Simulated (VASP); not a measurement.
# Fe (I4/mmm) in VASP: further runs

Runs on Fe. Level: RPBE. Tasks: single point.

Everything below comes from runs of VASP 6.6.1. Logs are shortened: lines on timing, memory, paths and dates and some standing lists are left out, and cuts for length are marked.

## Step 1: The cell of the first run

It takes space group I4/mmm (No. 139, tetragonal). The conventional cell has a = 2.472 Å, b = 2.472 Å, c = 3.821 Å, α = 90.00°, β = 90.00°, γ = 90.00°. Fe (site symmetry 4/mmm) has 12 Fe at 2.47 to 2.59 Å within 3.3 Å.

## Step 2: Single point, RPBE, collinear spin, antiferromagnetic start (11.67 Å³/atom)

File INCAR:

```
SYSTEM = Fe
ALGO = Normal
EDIFF = 1E-6
ENCUT = 600
GGA = RP
GGA_COMPAT = .False.
ISIF = 2
ISMEAR = -1
ISPIN = 2
LASPH = .True.
LCHARG = .True.
LELF = .True.
LMAXMIX = 4
LORBIT = 11
LREAL = .False.
LVHAR = .True.
LWAVE = .False.
MAGMOM = 1.755 -1.755
NBANDS = 19
NELM = 200
PREC = Accurate
SIGMA = 0.05
```

File KPOINTS:

```
k-points
0
Gamma
  14 14 10
  0 0 0
```

File POSCAR:

```
Fe
1.0
    2.4716111470      0.0000000000      0.0000000000
    0.0000000000      2.4716111470      0.0000000000
    0.0000000000      0.0000000000      3.8207151760
Fe
2
Direct
    1.0000000000      0.0000000000      0.0000000000
    0.5000000000      0.5000000000      0.5000000000
```

Potentials or basis: VASP PAW PBE potentials, release 64 (Fe).

Run with:

```console
$ cat potpaw_PBE.64/Fe/POTCAR > POTCAR
$ mpirun -np 1 vasp_std > vasp.out
```

OUTCAR:

```text
SYSTEM = Fe
   EDIFF = 1E-6
   ENCUT = 600
   GGA = RP
   ISIF = 2
   ISMEAR = -1
   ISPIN = 2
   LASPH = .True.
   LORBIT = 11
   LREAL = .False.
   NELM = 200
   PREC = Accurate

 ion  position               nearest neighbor table
   1  0.000  0.000  0.000-   2 2.59   2 2.59   2 2.59   2 2.59   2 2.59   2 2.59   2 2.59   2 2.59

   2  0.500  0.500  0.500-   1 2.59   1 2.59   1 2.59   1 2.59   1 2.59   1 2.59   1 2.59   1 2.59

  LATTYP: Found a simple tetragonal cell.
 ALAT       =     2.4716111470
 C/A-ratio  =     1.5458399193

  Lattice vectors:

 A1 = (   2.4716111470,   0.0000000000,   0.0000000000)
 A2 = (   0.0000000000,   2.4716111470,   0.0000000000)
 A3 = (   0.0000000000,   0.0000000000,   3.8207151760)

Analysis of symmetry for initial positions (statically):
=====================================================================
 Subroutine PRICEL returns following result:

  LATTYP: Found a body centered tetragonal cell.
 ALAT       =     2.4716111470
 C/A-ratio  =     1.5458399193

  Lattice vectors:

 A1 = (   1.2358055735,  -1.2358055735,  -1.9103575880)
 A2 = (  -1.2358055735,   1.2358055735,  -1.9103575880)
 A3 = (   1.2358055735,   1.2358055735,   1.9103575880)

   2 primitive cells build up your supercell.

 Routine SETGRP: Setting up the symmetry group for a
 simple tetragonal supercell.

 Subroutine GETGRP returns: Found 16 space group operations
 (whereof 16 operations were pure point group operations)
 out of a pool of 16 trial point group operations.

The static configuration has the point symmetry D_4h.

Analysis of symmetry for dynamics (positions and initial velocities):
=====================================================================
 Subroutine PRICEL returns following result:

  LATTYP: Found a body centered tetragonal cell.
 ALAT       =     2.4716111470
 C/A-ratio  =     1.5458399193

  Lattice vectors:

 A1 = (   1.2358055735,  -1.2358055735,  -1.9103575880)
 A2 = (  -1.2358055735,   1.2358055735,  -1.9103575880)
 A3 = (   1.2358055735,   1.2358055735,   1.9103575880)

   2 primitive cells build up your supercell.

 Routine SETGRP: Setting up the symmetry group for a
 simple tetragonal supercell.

 Subroutine GETGRP returns: Found 16 space group operations
 (whereof 16 operations were pure point group operations)
 out of a pool of 16 trial point group operations.

The dynamic configuration has the point symmetry D_4h.

Analysis of structural, dynamic, and magnetic symmetry:
=====================================================================
 Subroutine PRICEL returns following result:

  LATTYP: Found a body centered tetragonal cell.
 ALAT       =     2.4716111470
 C/A-ratio  =     1.5458399193

  Lattice vectors:

 A1 = (   1.2358055735,  -1.2358055735,  -1.9103575880)
 A2 = (  -1.2358055735,   1.2358055735,  -1.9103575880)
 A3 = (   1.2358055735,   1.2358055735,   1.9103575880)

   2 primitive cells build up your supercell.

 Routine SETGRP: Setting up the symmetry group for a
 simple tetragonal supercell.

 Subroutine GETGRP returns: Found 16 space group operations
 (whereof 16 operations were pure point group operations)
 out of a pool of 16 trial point group operations.

The overall configuration has the point symmetry D_4h.

 Subroutine INISYM returns: Found 16 space group operations
 (whereof 16 operations are pure point group operations),
 and found     2 'primitive' translations

----------------------------------------------------------------------------------------

                                     Primitive cell

  volume of cell :      11.6701

  direct lattice vectors                    reciprocal lattice vectors
     1.235805573 -1.235805573 -1.910357588     0.404594388  0.000000000 -0.261731104
    -1.235805573  1.235805573 -1.910357588     0.000000000  0.404594388 -0.261731104
     1.235805573  1.235805573  1.910357588     0.404594388  0.404594388  0.000000000

  length of vectors
     2.589188472  2.589188472  2.589188472     0.481871134  0.481871134  0.572182871

  position of ions in fractional coordinates (direct lattice)
     0.000000000  0.000000000  0.000000000

  ion indices of the primitive-cell ions
   primitive index   ion index
                 1           1

----------------------------------------------------------------------------------------

 KPOINTS: k-points

Automatic generation of k-mesh.
 Grid dimensions read from file:
 generate k-points for:   14   14   10

 Generating k-lattice:

  Cartesian coordinates                     Fractional coordinates (reciprocal lattice)
     0.028899599  0.000000000  0.000000000     0.071428571  0.000000000  0.000000000
     0.000000000  0.028899599  0.000000000     0.000000000  0.071428571  0.000000000
     0.000000000  0.000000000  0.026173110     0.000000000  0.000000000  0.100000000

  Length of vectors
     0.028899599  0.028899599  0.026173110

  Shift w.r.t. Gamma in fractional coordinates (k-lattice)
     0.000000000  0.000000000  0.000000000

 Subroutine IBZKPT returns following result:
 ===========================================

 Found    216 irreducible k-points:

 Following reciprocal coordinates:
            Coordinates               Weight
  0.000000  0.000000  0.000000      1.000000
  0.071429  0.000000  0.000000      4.000000
  0.142857  0.000000  0.000000      4.000000
  0.214286  0.000000  0.000000      4.000000
  0.285714  0.000000  0.000000      4.000000
  0.357143  0.000000  0.000000      4.000000
[... 16 lines left out ...]
  0.285714  0.214286  0.000000      8.000000
  0.357143  0.214286  0.000000      8.000000
 [... further k-points ...]
   k-points           NKPTS =    216   k-points in BZ     NKDIM =    216   number of bands    NBANDS=     19
   number of dos      NEDOS =    301   number of ions     NIONS =      2
   total plane-waves  NPLWV =  12800
   dimension x,y,z NGX =    20 NGY =   20 NGZ =   32
   dimension x,y,z NGXF=    40 NGYF=   40 NGZF=   64
   ions per type =               2
   NGX,Y,Z   is equivalent  to a cutoff of  13.45, 13.45, 13.92 a.u.
   NGXF,Y,Z  is equivalent  to a cutoff of  26.90, 26.90, 27.85 a.u.
 SYSTEM =  Fe
   PREC   = accura    normal or accurate (medium, high low for compatibility)
   ISTART =      0    job   : 0-new  1-cont  2-samecut
   ICHARG =      2    charge: 1-file 2-atom 10-const
   ISPIN  =      2    spin polarized calculation?
   LNONCOLLINEAR =      F non collinear calculations
   LSORBIT =      F    spin-orbit coupling
   LASPH  =      T    aspherical Exc in radial PAW
   ENCUT  =  600.0 eV  44.10 Ry    6.64 a.u.   4.94  4.94  7.63*2*pi/ulx,y,z
   NELM   =    200;   NELMIN=  2; NELMDL= -5     # of ELM steps
   EDIFF  = 0.1E-05   stopping-criterion for ELM
   LREAL  =      F    real-space projection
   EDIFFG = 0.1E-04   stopping-criterion for IOM
   NSW    =      0    number of steps for IOM
   IBRION =     -1    ionic relax: 0-MD 1-quasi-New 2-CG
   NFREE  =      0    steps in history (QN), initial steepest desc. (CG)
   ISIF   =      2    stress and relaxation
   ISYM   =      2    0-nonsym 1-usesym 2-fastsym
   POTIM  = 0.5000    time-step for ionic-motion
   TEBEG  =    0.0;   TEEND  =   0.0 temperature during run
   PSTRESS=    0.0 pullay stress
   NELECT =      16.0000    total number of electrons
   NUPDOWN=      -1.0000    fix difference up-down
   EMIN   =  10.00;   EMAX   =-10.00  energy-range for DOS
   EFERMI =   0.00;   METHOD = LEGACY
   ISMEAR =    -1;   SIGMA  =   0.05  broadening in eV -4-tet -1-fermi 0-gaus
   EFERMI_NEDOS =   21; number of points for ismear=-14 and -15
   IALGO  =     38    algorithm
   IMIX   =      4    mixing-type and parameters
     AMIX     =   0.40;   BMIX     =  1.00
     AMIX_MAG =   1.60;   BMIX_MAG =  1.00
  volume/ion in A,a.u.               =      11.67        78.75
  Fermi-wavevector in a.u.,A,eV,Ry     =   1.443488  2.727797 28.349882  2.083658
  Thomas-Fermi vector in A             =   2.561890
   LORBIT       =     11    0 simple, 1 ext, 2 COOP (PROOUT), +10 PAW based schemes
   GGA     = RP    functional components
   LHFCALC =     F    Hartree Fock is set to
   AEXX    =    0.0000 exact exchange contribution
   IVDW    =     0    specifies the selected vdW correction
   LEPSILON=     F    determine dielectric tensor
   LRPA    =     F    only Hartree local field effects (RPA)
 spin polarized calculation
  energy-cutoff  :      600.00
  volume of cell :       23.34
 maximum number of plane-waves:       796
 NGX is ok and might be reduce to    20
   NGX =  9   NGY =  9   NGZ = 15

 number of electron      16.0000007 magnetization      -0.0000000

 number of electron      16.0000007 magnetization       0.0000000

 Free energy of the ion-electron system (eV)
  ---------------------------------------------------
  ext. energy  EPLUGINS =         0.00000000
  ---------------------------------------------------
  free energy    TOTEN  =       -15.24061069 eV

  energy without entropy =      -15.21708374  energy(sigma->0) =      -15.22884722

 E-fermi :   5.9717     XC(G=0): -12.8966

 val. band max:        5.9669122144   @ k =   0.5000   0.2857   0.3000
 cond. band min:       5.9752559679   @ k =   0.2857   0.0000   0.2000
 fundamental gap:      0.0083437535
 Fermi energy:         5.9716965711

 spin component 1

 k-point     1 :       0.0000    0.0000    0.0000
  band No.  band energies     occupation
      1      -2.5238      1.00000
      2       1.3164      1.00000
      3       2.0634      1.00000
      4       4.0663      1.00000
      5       4.1464      1.00000
      6       4.1464      1.00000
[... 11 lines left out ...]
     18      30.4268      0.00000
     19      31.2558      0.00000

 k-point     2 :       0.0714    0.0000    0.0000
  band No.  band energies     occupation
      1      -2.3851      1.00000
      2       1.3993      1.00000
      3       2.1200      1.00000
      4       4.0456      1.00000
      5       4.1196      1.00000
      6       4.1696      1.00000
[... 476 lines left out ...]
 k-point    24 :       0.3571    0.2143    0.0000
  band No.  band energies     occupation
      1       1.0972      1.00000
      2       2.4277      1.00000
      3       2.5422      1.00000
      4       3.0121      1.00000
      5       3.5719      1.00000
      6       4.3904      1.00000
[... 11 lines left out ...]
     18      25.3818      0.00000
     19      27.5021      0.00000

 [... further k-points ...]

 spin component 2

 k-point     1 :       0.0000    0.0000    0.0000
  band No.  band energies     occupation
      1      -2.5238      1.00000
      2       1.3164      1.00000
      3       2.0634      1.00000
      4       4.0663      1.00000
      5       4.1464      1.00000
      6       4.1464      1.00000
[... 11 lines left out ...]
     18      30.4268      0.00000
     19      31.2558      0.00000

 k-point     2 :       0.0714    0.0000    0.0000
  band No.  band energies     occupation
      1      -2.3851      1.00000
      2       1.3993      1.00000
      3       2.1200      1.00000
      4       4.0456      1.00000
      5       4.1196      1.00000
      6       4.1696      1.00000
[... 476 lines left out ...]
 k-point    24 :       0.3571    0.2143    0.0000
  band No.  band energies     occupation
      1       1.0972      1.00000
      2       2.4277      1.00000
      3       2.5422      1.00000
      4       3.0121      1.00000
      5       3.5719      1.00000
      6       4.3904      1.00000
[... 11 lines left out ...]
     18      25.3818      0.00000
     19      27.5021      0.00000

 [... further k-points ...]

------------------------ aborting loop because EDIFF is reached ----------------------------------------

  FORCE on cell =-STRESS in cart. coord.  units (eV):
  Direction    XX          YY          ZZ          XY          YZ          ZX
  --------------------------------------------------------------------------------------
  -------------------------------------------------------------------------------------
  Total       -0.9724655     -0.9724655     -0.6911166     -0.0000000      0.0000000     -0.0000000
  in kB      -66.7543924    -66.7543924    -47.4413426     -0.0000000      0.0000000     -0.0000000
  external PRESSURE =     -60.3167091 kB  Pullay stress =       0.0000000 kB

 VOLUME and BASIS-vectors are now :
 -----------------------------------------------------------------------------
  energy-cutoff  :      600.00
  volume of cell :       23.34
      direct lattice vectors                 reciprocal lattice vectors
     2.471611147  0.000000000  0.000000000     0.404594388  0.000000000  0.000000000
     0.000000000  2.471611147  0.000000000     0.000000000  0.404594388  0.000000000
     0.000000000  0.000000000  3.820715176     0.000000000  0.000000000  0.261731104

 POSITION                                       TOTAL-FORCE (eV/Angst)
 -----------------------------------------------------------------------------------
      0.00000      0.00000      0.00000         0.000000      0.000000      0.000000
      1.23581      1.23581      1.91036        -0.000000      0.000000     -0.000000
 -----------------------------------------------------------------------------------
    total drift:                               -0.000000      0.000000      0.000000

  FREE ENERGIE OF THE ION-ELECTRON SYSTEM (eV)
  ---------------------------------------------------
  free  energy   TOTEN  =       -15.2406106899 eV

  energy  without entropy=      -15.2170837442  energy(sigma->0) =      -15.22884722

 total charge

# of ion       s       p       d       tot
------------------------------------------
    1        0.482   0.535   6.183   7.201
    2        0.482   0.535   6.183   7.201
--------------------------------------------------
tot          0.965   1.070  12.366  14.401

 magnetization (x)

# of ion       s       p       d       tot
------------------------------------------
    1        0.023   0.041   1.870   1.933
    2       -0.023  -0.041  -1.870  -1.933
--------------------------------------------------
tot          0.000   0.000   0.000   0.000
```

Run time: 5.2 min. Hardware: 1 thread of Oxide Virtual Turin-like, shared host; peak memory 0.24 GiB.

What came out:

```
Free energy                                           : -15.2406 eV
Pressure                                              : -6.0 GPa
Band gap on the k mesh                                : zero (filled and empty bands overlap)
Net moment                                            : 0.00 μB per cell
Site moments                                          : Fe +1.93, -1.93 μB
Valence electrons inside the program's atomic spheres : Fe 7.20
```

Stress tensor (GPa, compression positive):
```
-6.68  0.00  0.00
 0.00 -6.68  0.00
 0.00  0.00 -4.74
```

Levels at points of the mesh, in eV from the Fermi level:
Spin up:
| k point | band 4 | band 5 | band 6 | band 7 | band 8 | band 9 | band 10 | band 11 | band 12 | band 13 |
| --- | --- | --- | --- | --- | --- | --- | --- | --- | --- | --- |
| (0.00, 0.00, 0.00) | -1.91 | -1.83 | -1.83 | -1.05 | -0.65 | 1.14 | 1.14 | 1.26 | 1.66 | 8.65 |
| (0.50, 0.00, 0.00) | -2.98 | -2.01 | -1.97 | -1.56 | -1.29 | 0.46 | 0.82 | 1.74 | 2.93 | 10.93 |
| (0.50, 0.50, 0.00) | -3.98 | 0.07 | 0.30 | 0.69 | 0.69 | 1.01 | 1.68 | 3.26 | 3.26 | 10.67 |
| (0.00, 0.00, 0.50) | -2.40 | -2.38 | -1.50 | -1.50 | -1.02 | -0.76 | 0.55 | 0.55 | 1.63 | 17.20 |
| (0.50, 0.00, 0.50) | -2.20 | -1.62 | -1.50 | -0.20 | -0.13 | 0.30 | 0.87 | 1.07 | 1.13 | 6.84 |
| (0.50, 0.50, 0.50) | -2.77 | -1.63 | -1.63 | -1.47 | 0.30 | 0.40 | 1.68 | 8.19 | 8.19 | 8.29 |
Spin down:
```tsv
k point	band 6	band 7	band 8	band 9	band 10	band 11
(0.00, 0.00, 0.00)	-1.83	-1.05	-0.65	1.14	1.14	1.26
(0.50, 0.00, 0.00)	-1.97	-1.56	-1.29	0.46	0.82	1.74
(0.50, 0.50, 0.00)	0.30	0.69	0.69	1.01	1.68	3.26
(0.00, 0.00, 0.50)	-1.50	-1.50	-1.02	-0.76	0.55	0.55
(0.50, 0.00, 0.50)	-1.50	-0.20	-0.13	0.30	0.87	1.07
(0.50, 0.50, 0.50)	-1.63	-1.47	0.30	0.40	1.68	8.19
```

Caveat: the cell stands under tension; the antiferromagnetic order is the one typed at the start, and another may lie lower; the PAW data sets were made with another functional, which shifts forces and pressure a little.

(Continued in part 2 of 2.)
